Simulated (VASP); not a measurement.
# CuO (Tenorite) (Cc) in VASP: settings compared

CuO (Tenorite) is run at these levels: PBEsol, LDA; tasks: single point.

Program: VASP 6.6.1. These are calculated values, not measurements. Logs are shortened: lines on timing, memory, paths and dates and some standing lists are left out, and cuts for length are marked.

### Step 1. The cell of the first run

The structure is monoclinic, space group Cc (No. 9). The conventional cell has a = 4.596 Å, b = 3.358 Å, c = 5.129 Å, α = 90.00°, β = 99.46°, γ = 90.00°. Within 2.5 Å of Cu (site symmetry 1) lie 4 O at 1.89 to 1.99 Å. O (site symmetry 1) has 4 Cu at 1.89 to 1.99 Å within 2.5 Å.

### Step 2. Single point, PBEsol

INCAR reads:

```
SYSTEM = CuO
PREC = Accurate
ENCUT = 700
EDIFF = 1E-6
ISMEAR = -1
SIGMA = 0.05
LREAL = .FALSE.
LASPH = .TRUE.
NELM = 120
ALGO = Normal
ISIF = 2
LWAVE = .FALSE.
LCHARG = .FALSE.
GGA = PS
NBANDS = 33
GGA_COMPAT = .FALSE.
```

KPOINTS reads:

```
regular mesh
0
G
  8 8 5
  0 0 0
```

POSCAR reads:

```
CuO
1.0
    2.2977570000     -1.6791320000      0.0000000000
    2.2977570000      1.6791320000      0.0000000000
   -0.8433432681      0.0000000000      5.0594363927
Cu O
2 2
Direct
    0.4968000000      0.0032000000      0.5000000000
    0.0032000000      0.4968000000      0.0000000000
    0.4056000000      0.5714000000      0.7537000000
    0.5714000000      0.4056000000      0.2537000000
```

Potentials or basis: VASP PAW PBE potentials, release 64 (Cu_sv_GW, O).

On the command line:

```sh
$ cat potpaw_PBE.64/Cu_sv_GW/POTCAR potpaw_PBE.64/O/POTCAR > POTCAR
$ mpirun -np 1 vasp_std > vasp.out
```

OUTCAR:

```text
SYSTEM = CuO
   PREC = Accurate
   ENCUT = 700
   EDIFF = 1E-6
   ISMEAR = -1
   LREAL = .FALSE.
   LASPH = .TRUE.
   NELM = 120
   ISIF = 2
   GGA = PS

 ion  position               nearest neighbor table
   1  0.497  0.003  0.500-   4 1.89   3 1.91   4 1.95   3 1.99
   2  0.003  0.497  0.000-   3 1.89   4 1.91   3 1.95   4 1.99
   3  0.406  0.571  0.754-   2 1.89   1 1.91   2 1.95   1 1.99
   4  0.571  0.406  0.254-   1 1.89   2 1.91   1 1.95   2 1.99

  LATTYP: Found a base centered monoclinic cell.
 ALAT       =     4.5955140000
 B/A-ratio  =     0.7307700510
 C/A-ratio  =     1.1161411098
 COS(beta)  =    -0.1644186904

  Lattice vectors:

 A1 = (   2.2977570000,  -1.6791320000,   0.0000000000)
 A2 = (   2.2977570000,   1.6791320000,   0.0000000000)
 A3 = (  -0.8433432681,   0.0000000000,   5.0594363927)

Analysis of symmetry for initial positions (statically):
=====================================================================
 Subroutine PRICEL returns:
 Original cell was already a primitive cell.

 Routine SETGRP: Setting up the symmetry group for a
 base centered monoclinic supercell.

 Subroutine GETGRP returns: Found  2 space group operations
 (whereof  1 operations were pure point group operations)
 out of a pool of  4 trial point group operations.

The static configuration has the point symmetry C_1 .
 The point group associated with its full space group is C_1h.

Analysis of symmetry for dynamics (positions and initial velocities):
=====================================================================
 Subroutine PRICEL returns:
 Original cell was already a primitive cell.

 Routine SETGRP: Setting up the symmetry group for a
 base centered monoclinic supercell.

 Subroutine GETGRP returns: Found  2 space group operations
 (whereof  1 operations were pure point group operations)
 out of a pool of  4 trial point group operations.

The dynamic configuration has the point symmetry C_1 .
 The point group associated with its full space group is C_1h.

 Subroutine INISYM returns: Found  2 space group operations
 (whereof  1 operations are pure point group operations),
 and found     1 'primitive' translations

----------------------------------------------------------------------------------------

                                     Primitive cell

  volume of cell :      39.0410

  direct lattice vectors                    reciprocal lattice vectors
     2.297757000 -1.679132000  0.000000000     0.217603515 -0.297772897  0.036271720
     2.297757000  1.679132000  0.000000000     0.217603515  0.297772897  0.036271720
    -0.843343268  0.000000000  5.059436393     0.000000000  0.000000000  0.197650474

  length of vectors
     2.845904339  2.845904339  5.129242096     0.370588216  0.370588216  0.197650474

  position of ions in fractional coordinates (direct lattice)
     0.496800000  0.003200000  0.500000000
     0.003200000  0.496800000  0.000000000
     0.405600000  0.571400000  0.753700000
     0.571400000  0.405600000  0.253700000

  ion indices of the primitive-cell ions
   primitive index   ion index
                 1           1
                 2           2
                 3           3
                 4           4

----------------------------------------------------------------------------------------

 KPOINTS: regular mesh

Automatic generation of k-mesh.
 Grid dimensions read from file:
 generate k-points for:    8    8    5

 Generating k-lattice:

  Cartesian coordinates                     Fractional coordinates (reciprocal lattice)
     0.027200439 -0.037221612  0.004533965     0.125000000  0.000000000  0.000000000
     0.027200439  0.037221612  0.004533965     0.000000000  0.125000000  0.000000000
     0.000000000  0.000000000  0.039530095     0.000000000  0.000000000  0.200000000

  Length of vectors
     0.046323527  0.046323527  0.039530095

  Shift w.r.t. Gamma in fractional coordinates (k-lattice)
     0.000000000  0.000000000  0.000000000

 Subroutine IBZKPT returns following result:
 ===========================================

 Found     93 irreducible k-points:

 Following reciprocal coordinates:
            Coordinates               Weight
  0.000000  0.000000  0.000000      1.000000
  0.125000  0.000000 -0.000000      4.000000
  0.250000  0.000000 -0.000000      4.000000
  0.375000  0.000000 -0.000000      4.000000
  0.500000  0.000000 -0.000000      2.000000
  0.125000  0.125000 -0.000000      2.000000
[... 16 lines left out ...]
  0.125000  0.000000  0.200000      4.000000
  0.250000  0.000000  0.200000      4.000000
 [... further k-points ...]
   k-points           NKPTS =     93   k-points in BZ     NKDIM =     93   number of bands    NBANDS=     33
   number of dos      NEDOS =    301   number of ions     NIONS =      4
   total plane-waves  NPLWV =  37632
   dimension x,y,z NGX =    28 NGY =   28 NGZ =   48
   dimension x,y,z NGXF=    56 NGYF=   56 NGZF=   96
   ions per type =               2   2
   NGX,Y,Z   is equivalent  to a cutoff of  16.36, 16.36, 15.56 a.u.
   NGXF,Y,Z  is equivalent  to a cutoff of  32.71, 32.71, 31.11 a.u.
 SYSTEM =  CuO
   PREC   = accura    normal or accurate (medium, high low for compatibility)
   ISTART =      0    job   : 0-new  1-cont  2-samecut
   ICHARG =      2    charge: 1-file 2-atom 10-const
   ISPIN  =      1    spin polarized calculation?
   LNONCOLLINEAR =      F non collinear calculations
   LSORBIT =      F    spin-orbit coupling
   LASPH  =      T    aspherical Exc in radial PAW
   ENCUT  =  700.0 eV  51.45 Ry    7.17 a.u.   6.14  6.14 11.07*2*pi/ulx,y,z
   NELM   =    120;   NELMIN=  2; NELMDL= -5     # of ELM steps
   EDIFF  = 0.1E-05   stopping-criterion for ELM
   LREAL  =      F    real-space projection
   EDIFFG = 0.1E-04   stopping-criterion for IOM
   NSW    =      0    number of steps for IOM
   IBRION =     -1    ionic relax: 0-MD 1-quasi-New 2-CG
   NFREE  =      0    steps in history (QN), initial steepest desc. (CG)
   ISIF   =      2    stress and relaxation
   ISYM   =      2    0-nonsym 1-usesym 2-fastsym
   POTIM  = 0.5000    time-step for ionic-motion
   TEBEG  =    0.0;   TEEND  =   0.0 temperature during run
   PSTRESS=    0.0 pullay stress
   NELECT =      50.0000    total number of electrons
   NUPDOWN=      -1.0000    fix difference up-down
   EMIN   =  10.00;   EMAX   =-10.00  energy-range for DOS
   EFERMI =   0.00;   METHOD = LEGACY
   ISMEAR =    -1;   SIGMA  =   0.05  broadening in eV -4-tet -1-fermi 0-gaus
   EFERMI_NEDOS =   21; number of points for ismear=-14 and -15
   IALGO  =     38    algorithm
   IMIX   =      4    mixing-type and parameters
     AMIX     =   0.40;   BMIX     =  1.00
     AMIX_MAG =   1.60;   BMIX_MAG =  1.00
  volume/ion in A,a.u.               =       9.76        65.87
  Fermi-wavevector in a.u.,A,eV,Ry     =   1.777834  3.359619 43.003836  3.160693
  Thomas-Fermi vector in A             =   2.843148
   LORBIT       =      0    0 simple, 1 ext, 2 COOP (PROOUT), +10 PAW based schemes
   GGA     = PS    functional components
   LHFCALC =     F    Hartree Fock is set to
   AEXX    =    0.0000 exact exchange contribution
   IVDW    =     0    specifies the selected vdW correction
   LEPSILON=     F    determine dielectric tensor
   LRPA    =     F    only Hartree local field effects (RPA)
 non-spin polarized calculation
  energy-cutoff  :      700.00
  volume of cell :       39.04
 maximum number of plane-waves:      1659
 NGX is ok and might be reduce to    28
   NGX = 13   NGY = 13   NGZ = 23

 number of electron      49.9999993 magnetization

 Free energy of the ion-electron system (eV)
  ---------------------------------------------------
  ext. energy  EPLUGINS =         0.00000000
  ---------------------------------------------------
  free energy    TOTEN  =       -21.46304054 eV

  energy without entropy =      -21.44552926  energy(sigma->0) =      -21.45428490

 E-fermi :   6.0851     XC(G=0): -12.7922

 val. band max:        6.0708862146   @ k =   0.5000   0.5000   0.4000
 cond. band min:       6.1060147753   @ k =   0.2500   0.1250  -0.0000
 fundamental gap:      0.0351285607
 Fermi energy:         6.0851230145

 k-point     1 :       0.0000    0.0000    0.0000
  band No.  band energies     occupation
      1    -106.2881      2.00000
      2    -106.2878      2.00000
      3     -63.9799      2.00000
      4     -63.9799      2.00000
      5     -63.9512      2.00000
      6     -63.9403      2.00000
[... 25 lines left out ...]
     32      22.4674      0.00000
     33      23.1248      0.00000

 k-point     2 :       0.1250    0.0000   -0.0000
  band No.  band energies     occupation
      1    -106.2880      2.00000
      2    -106.2873      2.00000
      3     -63.9824      2.00000
      4     -63.9799      2.00000
      5     -63.9504      2.00000
      6     -63.9407      2.00000
[... 25 lines left out ...]
     32      21.8936      0.00000
     33      23.1922      0.00000

 k-point     3 :       0.2500    0.0000   -0.0000
  band No.  band energies     occupation
      1    -106.2879      2.00000
      2    -106.2872      2.00000
      3     -63.9890      2.00000
      4     -63.9802      2.00000
      5     -63.9492      2.00000
      6     -63.9417      2.00000
[... 25 lines left out ...]
     32      20.6868      0.00000
     33      22.3605      0.00000

 k-point     4 :       0.3750    0.0000   -0.0000
  band No.  band energies     occupation
      1    -106.2875      2.00000
      2    -106.2870      2.00000
      3     -63.9955      2.00000
      4     -63.9805      2.00000
      5     -63.9474      2.00000
      6     -63.9431      2.00000
[... 25 lines left out ...]
     32      19.3469      0.00000
     33      22.0180      0.00000

 k-point     5 :       0.5000    0.0000   -0.0000
  band No.  band energies     occupation
      1    -106.2873      2.00000
      2    -106.2871      2.00000
      3     -63.9982      2.00000
      4     -63.9807      2.00000
      5     -63.9462      2.00000
      6     -63.9442      2.00000
[... 604 lines left out ...]
 k-point    22 :       0.0000    0.0000    0.2000
  band No.  band energies     occupation
      1    -106.2881      2.00000
      2    -106.2877      2.00000
      3     -63.9798      2.00000
      4     -63.9798      2.00000
      5     -63.9498      2.00000
      6     -63.9419      2.00000
[... 25 lines left out ...]
     32      21.5702      0.00000
     33      23.1589      0.00000

 k-point    23 :       0.1250    0.0000    0.2000
  band No.  band energies     occupation
      1    -106.2881      2.00000
      2    -106.2874      2.00000
      3     -63.9824      2.00000
      4     -63.9799      2.00000
      5     -63.9495      2.00000
      6     -63.9421      2.00000
[... 25 lines left out ...]
     32      21.0729      0.00000
     33      22.3039      0.00000

 k-point    24 :       0.2500    0.0000    0.2000
  band No.  band energies     occupation
      1    -106.2878      2.00000
      2    -106.2875      2.00000
      3     -63.9890      2.00000
      4     -63.9803      2.00000
      5     -63.9486      2.00000
      6     -63.9429      2.00000
[... 25 lines left out ...]
     32      20.9417      0.00000
     33      21.2850      0.00000

 [... further k-points ...]
[... 5 lines left out ...]
  --------------------------------------------------------------------------------------
  -------------------------------------------------------------------------------------
  Total        0.5536608      0.6294657     -0.2027963      0.0000000      0.0000000     -0.4466833
  in kB       22.7213062     25.8322120     -8.3224192      0.0000000      0.0000000    -18.3311305
  external PRESSURE =      13.4103663 kB  Pullay stress =       0.0000000 kB

 VOLUME and BASIS-vectors are now :
 -----------------------------------------------------------------------------
  energy-cutoff  :      700.00
  volume of cell :       39.04
      direct lattice vectors                 reciprocal lattice vectors
     2.297757000 -1.679132000  0.000000000     0.217603515 -0.297772897  0.036271720
     2.297757000  1.679132000  0.000000000     0.217603515  0.297772897  0.036271720
    -0.843343268  0.000000000  5.059436393     0.000000000  0.000000000  0.197650474

 POSITION                                       TOTAL-FORCE (eV/Angst)
 -----------------------------------------------------------------------------------
      0.72721     -0.82882      2.52972        -0.677026     -0.385002      0.271274
      1.14888      0.82882      0.00000        -0.677026      0.385002      0.271274
      1.60928      0.27840      3.81330         0.677026     -0.309178     -0.271274
      2.03095     -0.27840      1.28358         0.677026      0.309178     -0.271274
 -----------------------------------------------------------------------------------
    total drift:                               -0.000255      0.000000      0.000219

  FREE ENERGIE OF THE ION-ELECTRON SYSTEM (eV)
  ---------------------------------------------------
  free  energy   TOTEN  =       -21.4630405445 eV

  energy  without entropy=      -21.4455292553  energy(sigma->0) =      -21.45428490
```

It took 3.2 min on 1 thread of Intel Xeon Platinum 8488C (Sapphire Rapids), shared host; peak memory 0.31 GiB.

What came out:

- Free energy: -21.4630 eV
- Pressure: 1.3 GPa
- Largest force: 0.825 eV/Å
- Band gap on the k mesh: zero (band 25 reaches 6.30 eV, above the bottom of band 26 at 5.83 eV)

Forces in eV/Å, atoms in the order of the input:
```
Cu  -0.677 -0.385  0.271
Cu  -0.677  0.385  0.271
O    0.677 -0.309 -0.271
O    0.677  0.309 -0.271
```

Stress tensor (GPa, compression positive):
```
 2.27  0.00 -1.83
 0.00  2.58  0.00
-1.83  0.00 -0.83
```

Caveat: the PAW data sets were made with another functional, which shifts forces and pressure a little; semilocal functionals often make such compounds metallic where correlation or magnetic order opens a gap, which also shifts bond lengths.

### Step 3. Single point, LDA

This run uses another cell than the first one, of 9.55 Å³/atom, 0.979 times its volume.

INCAR reads:

```
PREC = Accurate
ENCUT = 700
EDIFF = 1E-6
ISMEAR = -1
SIGMA = 0.05
LREAL = F
LASPH = T
NELM = 120
ALGO = Normal
ISIF = 2
LWAVE = F
LCHARG = T
GGA = CA
LELF = T
LVHAR = T
NBANDS = 33
GGA_COMPAT = F
```

KPOINTS reads:

```
regular mesh
0
Gamma
  10 10 5
```

POSCAR reads:

```
CuO
1.0
    2.2967865698     -1.6784228387      0.0000000000
    2.2967865698      1.6784228387      0.0000000000
   -0.8429870921      0.0000000000      4.9561536082
Cu O
2 2
Direct
    0.4968000000      0.0032000000      0.5000000000
    0.0032000000      0.4968000000      0.0000000000
    0.4056000000      0.5714000000      0.7537000000
    0.5714000000      0.4056000000      0.2537000000
```

Potentials or basis: VASP PAW LDA potentials, release 64 (Cu_sv_GW, O).

On the command line:

```sh
$ cat potpaw_LDA.64/Cu_sv_GW/POTCAR potpaw_LDA.64/O/POTCAR > POTCAR
$ mpirun -np 1 vasp_std > vasp.out
```

Run time: 4.2 min. Hardware: 1 thread of Intel Xeon Platinum 8488C (Sapphire Rapids), shared host; peak memory 0.36 GiB.

Results (log left out):

```
Free energy            : -23.4660 eV
Pressure               : -0.3 GPa
Largest force          : 0.889 eV/Å
Band gap on the k mesh : zero (band 25 reaches 6.44 eV, above the bottom of band 26 at 5.84 eV)
```

Forces on the atoms (eV/Å):
```
Cu  -0.732 -0.414  0.287
Cu  -0.732  0.414  0.287
O    0.732 -0.290 -0.287
O    0.732  0.290 -0.287
```

Stress tensor (GPa, compression positive):
```
-0.69  0.00 -2.08
 0.00  0.46  0.00
-2.08  0.00 -0.77
```

Levels at points of the mesh, in eV from the Fermi level:
```csv
k point,band 23,band 24,band 25,band 26,band 27,band 28
"(0.00, 0.00, 0.00)",-2.33,-1.76,0.23,0.98,1.93,5.99
"(0.50, 0.00, 0.00)",-1.62,-1.51,-0.04,0.28,4.71,6.45
"(0.50, 0.50, 0.00)",-1.73,-1.31,-0.69,1.13,3.05,7.10
```

Caveat: semilocal functionals often make such compounds metallic where correlation or magnetic order opens a gap, which also shifts bond lengths.
